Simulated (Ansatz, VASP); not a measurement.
# Two plane-wave programs on MgS

INCAR

```
SYSTEM = MgS
ALGO = Normal ; EDIFF = 1E-7
EDIFFG = -0.001 ; ENCUT = 600
GGA = CA ; GGA_COMPAT = .False.
IBRION = 2 ; ISIF = 3
ISMEAR = 0 ; LASPH = .True.
LCHARG = .False. ; LREAL = .False.
LWAVE = .False. ; NELM = 120
NELMIN = 4 ; NSW = 80
PREC = Accurate ; SIGMA = 0.01
```

The input KPOINTS:

```
k-points
0
Gamma
  8 8 8
  0 0 0
```

POSCAR

```
MgS
1.0
    0.0000000000      2.5642154131      2.5642154131
    2.5642154131      0.0000000000      2.5642154131
    2.5642154131      2.5642154131      0.0000000000
Mg S
1 1
Direct
    0.0000000000      0.0000000000      0.0000000000
    0.5000000000      0.5000000000      0.5000000000
```

Input for Ansatz:

```yaml
crystal:
  lattice:
    - [0.0, 2.5642154131, 2.5642154131]
    - [2.5642154131, 0.0, 2.5642154131]
    - [2.5642154131, 2.5642154131, 0.0]
  atoms:
    - { symbol: Mg, position: [0.0, 0.0, 0.0] }
    - { symbol: S, position: [0.5, 0.5, 0.5] }
basis:
  ecutwfc: 420
kpoints:
  mp_grid: { grid: [8, 8, 8] }
hamiltonian:
  xc: lda
scf:
  occupations: { method: fixed }
output:
  forces: true
  stress: true
  eigenvalues: true
relax:
  adjacent_minimum: "off"
  f_tol: 0.001
  max_steps: 60
  cell: { stress_tol: 0.01 }
```

Alike in both runs: task relaxation of cell and atoms; functional LDA; k mesh 8 × 8 × 8; no spin polarisation.

|  | VASP | Ansatz |
| --- | --- | --- |
| version | VASP 6.6.1 | Ansatz 0.2.0 |
| potentials or method | VASP PAW LDA potentials, release 64 (Mg, S), cutoff 600 eV | scalar-relativistic, plane waves, PAW |
| occupations | gaussian, width 0.01 eV | fixed |
| valence electrons in the cell | 8 | 16 |

Ansatz gave:

| Property | Result |
| --- | --- |
| gap on the k mesh at the Fermi level, each at its own relaxed structure (eV) | 2.65 |
| relaxed volume (Å³/atom) | 16.87 |
| relaxed cell length with the largest relative difference (Å) | 3.627 |

Problem. Estimate VASP's values.

Solution. gap on the k mesh at the Fermi level, each at its own relaxed structure (eV): 2.66; relaxed volume (Å³/atom): 16.76; relaxed cell length with the largest relative difference (Å): 3.619.

LDA's correlation is that of Perdew and Zunger in VASP and of Perdew and Wang (1992) in Ansatz. VASP's potentials hold 8 valence electrons a cell and Ansatz's 16, so a difference there can come from the potentials and not from the codes.
